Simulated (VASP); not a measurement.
# AlAu4 (P1) in VASP: single point with PBEsol

Aim: the single point of AlAu4 with PBEsol.

Program: VASP 6.6.1. These are calculated values, not measurements. Logs are shortened: lines on timing, memory, paths and dates and some standing lists are left out, and cuts for length are marked.

### 1 The cell of the first run

The typed cell holds 5 atoms: a = 2.858 Å, b = 2.830 Å, c = 10.648 Å, α = 92.80°, β = 95.54°, γ = 69.62°.

### 2 Single point, PBEsol (atoms moved at random and the cell strained at random)

The input, INCAR:

```
ALGO = Fast
EDIFF = 1E-6
ENCUT = 520
GGA = PS
ISIF = 2
ISMEAR = 0
LASPH = T
LCHARG = F
LREAL = F
LWAVE = F
NBANDS = 32
NELM = 60
PREC = Accurate
SIGMA = 0.1
```

The input, KPOINTS:

```
k-points
0
Gamma
  12 12 4
```

The input, POSCAR:

```
AlAu4
1.0
    2.3436065609     -1.6353550441     -0.0354942975
    2.3266370006      1.6113503656      0.0330695825
   -0.9368908056      0.2222881154     10.6042864471
Al Au
1 4
Direct
    0.0097500742     -0.0052490770      0.0039843583
    0.6013344814      0.6290750351      0.8254108998
    0.1937335988      0.2056699128      0.5993623491
    0.7893426835      0.8004155691      0.3915498566
    0.4058391622      0.3700885599      0.1796925363
```

Potentials or basis: VASP PAW PBE potentials, release 64 (Al, Au).

Run with:

```console
$ cat potpaw_PBE.64/Al/POTCAR potpaw_PBE.64/Au/POTCAR > POTCAR
$ mpirun -np 1 vasp_std > vasp.out
```

OUTCAR:

```text
EDIFF = 1E-6
   ENCUT = 520
   GGA = PS
   ISIF = 2
   ISMEAR = 0
   LASPH = T
   LREAL = F
   NELM = 60
   PREC = Accurate

 ion  position               nearest neighbor table
   1  0.010  0.995  0.004-   5 2.48   2 2.50   5 2.54   2 2.58   2 2.60   5 2.60
   2  0.601  0.629  0.825-   1 2.50   1 2.58   1 2.60   3 2.89   3 2.96   3 3.03
   3  0.194  0.206  0.599-   4 2.75   4 2.78   4 2.87   2 2.89   2 2.96   2 3.03
   4  0.789  0.800  0.392-   5 2.75   3 2.75   3 2.78   5 2.82   3 2.87   5 2.95
   5  0.406  0.370  0.180-   1 2.48   1 2.54   1 2.60   4 2.75   4 2.82   4 2.95

  LATTYP: Found a triclinic cell.
 ALAT       =     3.2474736318
 B/A-ratio  =     0.8800673136
 C/A-ratio  =     3.3513234112
 COS(alpha) =     0.0038321478
 COS(beta)  =     0.1884100006
 COS(gamma) =     0.5766153482

  Lattice vectors:

 A1 = (  -0.0169695603,   3.2467054097,   0.0685638800)
 A2 = (  -2.3436065609,   1.6353550441,   0.0354942975)
 A3 = (   1.3897461950,   1.8336384810,  10.6373560296)

Analysis of symmetry for initial positions (statically):
=====================================================================
 Subroutine PRICEL returns:
 Original cell was already a primitive cell.

 Routine SETGRP: Setting up the symmetry group for a
 triclinic supercell.

 Subroutine GETGRP returns: Found  1 space group operations
 (whereof  1 operations were pure point group operations)
 out of a pool of  2 trial point group operations.

The static configuration has the point symmetry C_1 .

Analysis of symmetry for dynamics (positions and initial velocities):
=====================================================================
 Subroutine PRICEL returns:
 Original cell was already a primitive cell.

 Routine SETGRP: Setting up the symmetry group for a
 triclinic supercell.

 Subroutine GETGRP returns: Found  1 space group operations
 (whereof  1 operations were pure point group operations)
 out of a pool of  2 trial point group operations.

The dynamic configuration has the point symmetry C_1 .

 Subroutine INISYM returns: Found  1 space group operations
 (whereof  1 operations are pure point group operations),
 and found     1 'primitive' translations

----------------------------------------------------------------------------------------

                                     Primitive cell

  volume of cell :      80.3552

  direct lattice vectors                    reciprocal lattice vectors
     2.343606561 -1.635355044 -0.035494298     0.212554544 -0.307426249  0.025223536
     2.326637001  1.611350366  0.033069582     0.215715676  0.308866270  0.012584037
    -0.936890806  0.222288115 10.604286447     0.000038743 -0.001992209  0.094346673

  length of vectors
     2.857995395  2.830332724 10.647913760     0.374601868  0.376948251  0.094367712

  position of ions in fractional coordinates (direct lattice)
     0.009750074  0.994750923  0.003984358
     0.601334481  0.629075035  0.825410900
     0.193733599  0.205669913  0.599362349
     0.789342684  0.800415569  0.391549857
     0.405839162  0.370088560  0.179692536

  ion indices of the primitive-cell ions
   primitive index   ion index
                 1           1
                 2           2
                 3           3
                 4           4
                 5           5

----------------------------------------------------------------------------------------

 KPOINTS: k-points

Automatic generation of k-mesh.
 Grid dimensions read from file:
 generate k-points for:   12   12    4

 Generating k-lattice:

  Cartesian coordinates                     Fractional coordinates (reciprocal lattice)
     0.017712879 -0.025618854  0.002101961     0.083333333 -0.000000000  0.000000000
     0.017976306  0.025738856  0.001048670    -0.000000000  0.083333333 -0.000000000
     0.000009686 -0.000498052  0.023586668     0.000000000  0.000000000  0.250000000

  Length of vectors
     0.031216822  0.031412354  0.023591928

  Shift w.r.t. Gamma in fractional coordinates (k-lattice)
     0.000000000  0.000000000  0.000000000

 Subroutine IBZKPT returns following result:
 ===========================================

 Found    292 irreducible k-points:

 Following reciprocal coordinates:
            Coordinates               Weight
  0.000000  0.000000  0.000000      1.000000
  0.083333 -0.000000  0.000000      2.000000
  0.166667  0.000000  0.000000      2.000000
  0.250000  0.000000  0.000000      2.000000
  0.333333  0.000000  0.000000      2.000000
  0.416667  0.000000  0.000000      2.000000
[... 16 lines left out ...]
  0.250000  0.166667  0.000000      2.000000
  0.333333  0.166667  0.000000      2.000000
 [... further k-points ...]
   k-points           NKPTS =    292   k-points in BZ     NKDIM =    292   number of bands    NBANDS=     32
   number of dos      NEDOS =    301   number of ions     NIONS =      5
   total plane-waves  NPLWV =  46080
   dimension x,y,z NGX =    24 NGY =   24 NGZ =   80
   dimension x,y,z NGXF=    48 NGYF=   48 NGZF=  160
   ions per type =               1   4
   NGX,Y,Z   is equivalent  to a cutoff of  13.96, 14.10, 12.49 a.u.
   NGXF,Y,Z  is equivalent  to a cutoff of  27.92, 28.19, 24.98 a.u.
 SYSTEM =  unknown system
   PREC   = accura    normal or accurate (medium, high low for compatibility)
   ISTART =      0    job   : 0-new  1-cont  2-samecut
   ICHARG =      2    charge: 1-file 2-atom 10-const
   ISPIN  =      1    spin polarized calculation?
   LNONCOLLINEAR =      F non collinear calculations
   LSORBIT =      F    spin-orbit coupling
   LASPH  =      T    aspherical Exc in radial PAW
   ENCUT  =  520.0 eV  38.22 Ry    6.18 a.u.   5.31  5.26 19.80*2*pi/ulx,y,z
   NELM   =     60;   NELMIN=  2; NELMDL= -5     # of ELM steps
   EDIFF  = 0.1E-05   stopping-criterion for ELM
   LREAL  =      F    real-space projection
   EDIFFG = 0.1E-04   stopping-criterion for IOM
   NSW    =      0    number of steps for IOM
   IBRION =     -1    ionic relax: 0-MD 1-quasi-New 2-CG
   NFREE  =      0    steps in history (QN), initial steepest desc. (CG)
   ISIF   =      2    stress and relaxation
   ISYM   =      2    0-nonsym 1-usesym 2-fastsym
   POTIM  = 0.5000    time-step for ionic-motion
   TEBEG  =    0.0;   TEEND  =   0.0 temperature during run
   PSTRESS=    0.0 pullay stress
   NELECT =      47.0000    total number of electrons
   NUPDOWN=      -1.0000    fix difference up-down
   EMIN   =  10.00;   EMAX   =-10.00  energy-range for DOS
   EFERMI =   0.00;   METHOD = LEGACY
   ISMEAR =     0;   SIGMA  =   0.10  broadening in eV -4-tet -1-fermi 0-gaus
   EFERMI_NEDOS =   21; number of points for ismear=-14 and -15
   IALGO  =     68    algorithm
   IMIX   =      4    mixing-type and parameters
     AMIX     =   0.40;   BMIX     =  1.00
     AMIX_MAG =   1.60;   BMIX_MAG =  1.00
  volume/ion in A,a.u.               =      16.07       108.45
  Fermi-wavevector in a.u.,A,eV,Ry     =   1.369103  2.587229 25.503339  1.874443
  Thomas-Fermi vector in A             =   2.495008
   LORBIT       =      0    0 simple, 1 ext, 2 COOP (PROOUT), +10 PAW based schemes
   GGA     = PS    functional components
   LHFCALC =     F    Hartree Fock is set to
   AEXX    =    0.0000 exact exchange contribution
   IVDW    =     0    specifies the selected vdW correction
   LEPSILON=     F    determine dielectric tensor
   LRPA    =     F    only Hartree local field effects (RPA)
 non-spin polarized calculation
 RMM-DIIS sequential band-by-band and
 Gauss-broadening in eV      SIGMA  =   0.10
  energy-cutoff  :      520.00
  volume of cell :       80.36
 maximum number of plane-waves:      2190
 NGX is ok and might be reduce to    24
   NGX = 11   NGY = 11   NGZ = 39

 number of electron      47.0000003 magnetization

 Free energy of the ion-electron system (eV)
  ---------------------------------------------------
  ext. energy  EPLUGINS =         0.00000000
  ---------------------------------------------------
  free energy    TOTEN  =       -20.32552538 eV

  energy without entropy =      -20.31938105  energy(sigma->0) =      -20.32245322

 E-fermi :   9.9550     XC(G=0): -12.6425

 val. band max:        9.9313592604   @ k =   0.0000   0.5000   0.0000
 cond. band min:       9.9555450308   @ k =  -0.2500   0.5000   0.2500
 fundamental gap:      0.0241857704
 Fermi energy:         9.9549671465

 k-point     1 :       0.0000    0.0000    0.0000
  band No.  band energies     occupation
      1      -1.3354      2.00000
      2       0.6338      2.00000
      3       0.9416      2.00000
      4       2.4530      2.00000
      5       2.7138      2.00000
      6       3.5590      2.00000
[... 24 lines left out ...]
     31      20.7833      0.00000
     32      22.9745      0.00000

 k-point     2 :       0.0833   -0.0000    0.0000
  band No.  band energies     occupation
      1      -1.1786      2.00000
      2       0.7872      2.00000
      3       1.1134      2.00000
      4       2.5730      2.00000
      5       2.8116      2.00000
      6       3.5982      2.00000
[... 24 lines left out ...]
     31      21.5354      0.00000
     32      22.7762      0.00000

 k-point     3 :       0.1667    0.0000    0.0000
  band No.  band energies     occupation
      1      -0.7282      2.00000
      2       1.1868      2.00000
      3       1.5909      2.00000
      4       2.8299      2.00000
      5       3.0426      2.00000
      6       3.7216      2.00000
[... 24 lines left out ...]
     31      20.6779      0.00000
     32      21.8508      0.00000

 k-point     4 :       0.2500    0.0000    0.0000
  band No.  band energies     occupation
      1      -0.0472      2.00000
      2       1.6469      2.00000
      3       2.2019      2.00000
      4       2.9542      2.00000
      5       3.2018      2.00000
      6       3.8505      2.00000
[... 654 lines left out ...]
     31      21.8937      0.00000
     32      22.3214      0.00000

 k-point    23 :       0.2500    0.1667    0.0000
  band No.  band energies     occupation
      1      -0.0304      2.00000
      2       1.8718      2.00000
      3       2.3561      2.00000
      4       3.3842      2.00000
      5       3.5501      2.00000
      6       3.9947      2.00000
[... 24 lines left out ...]
     31      19.7461      0.00000
     32      20.6029      0.00000

 k-point    24 :       0.3333    0.1667    0.0000
  band No.  band energies     occupation
      1       0.6521      2.00000
      2       2.3175      2.00000
      3       2.9093      2.00000
      4       3.4497      2.00000
      5       3.5897      2.00000
      6       3.8138      2.00000
[... 24 lines left out ...]
     31      19.0270      0.00000
     32      19.9033      0.00000

 [... further k-points ...]

------------------------ aborting loop because EDIFF is reached ----------------------------------------

  FORCE on cell =-STRESS in cart. coord.  units (eV):
  Direction    XX          YY          ZZ          XY          YZ          ZX
  --------------------------------------------------------------------------------------
  -------------------------------------------------------------------------------------
  Total        4.9744200      3.5834174      5.2294198      0.6128025     -1.0776226      0.5789497
  in kB       99.1833732     71.4486150    104.2677314     12.2184741    -21.4863729     11.5434941
  external PRESSURE =      91.6332399 kB  Pullay stress =       0.0000000 kB

 VOLUME and BASIS-vectors are now :
 -----------------------------------------------------------------------------
  energy-cutoff  :      520.00
  volume of cell :       80.36
      direct lattice vectors                 reciprocal lattice vectors
     2.343606561 -1.635355044 -0.035494298     0.212554544 -0.307426249  0.025223536
     2.326637001  1.611350366  0.033069582     0.215715676  0.308866270  0.012584037
    -0.936890806  0.222288115 10.604286447     0.000038743 -0.001992209  0.094346673

 POSITION                                       TOTAL-FORCE (eV/Angst)
 -----------------------------------------------------------------------------------
      2.33354      1.58783      0.07480        -0.040955      0.091820     -0.278099
      2.09960      0.21374      8.75235        -0.086664     -0.021891     -0.751460
      0.37102      0.14781      6.35574         0.074421     -0.075886      0.637271
      3.34535      0.08593      4.15056        -0.033492     -0.077633      0.090787
      1.64384     -0.02741      1.90334         0.086690      0.083591      0.301501
 -----------------------------------------------------------------------------------
    total drift:                                0.000035     -0.000046      0.000157

  FREE ENERGIE OF THE ION-ELECTRON SYSTEM (eV)
  ---------------------------------------------------
  free  energy   TOTEN  =       -20.3255253848 eV

  energy  without entropy=      -20.3193810467  energy(sigma->0) =      -20.32245322
```

It took 7 min on 1 thread of Intel Xeon Platinum 8488C (Sapphire Rapids), shared host; peak memory 0.65 GiB.

What came out:

```yaml
Free_energy: -20.3255 eV
Pressure: 9.2 GPa
Largest_force: 0.757 eV/Å
Band_gap_on_the_k_mesh: zero (an odd number of electrons rules out a gap without spin polarisation)
```

Forces on the atoms (eV/Å):
```
Al  -0.041  0.092 -0.278
Au  -0.087 -0.022 -0.751
Au   0.074 -0.076  0.637
Au  -0.033 -0.078  0.091
Au   0.087  0.084  0.302
```

Stress tensor (GPa, compression positive):
```
 9.92  1.22  1.15
 1.22  7.14 -2.15
 1.15 -2.15 10.43
```

Caveat: the cell differs from its parent crystal (atoms moved at random and the cell strained at random); the cell stands under pressure; the PAW data sets were made with another functional, which shifts forces and pressure a little; spin-orbit coupling is left out, which moves the levels of the heavy elements.
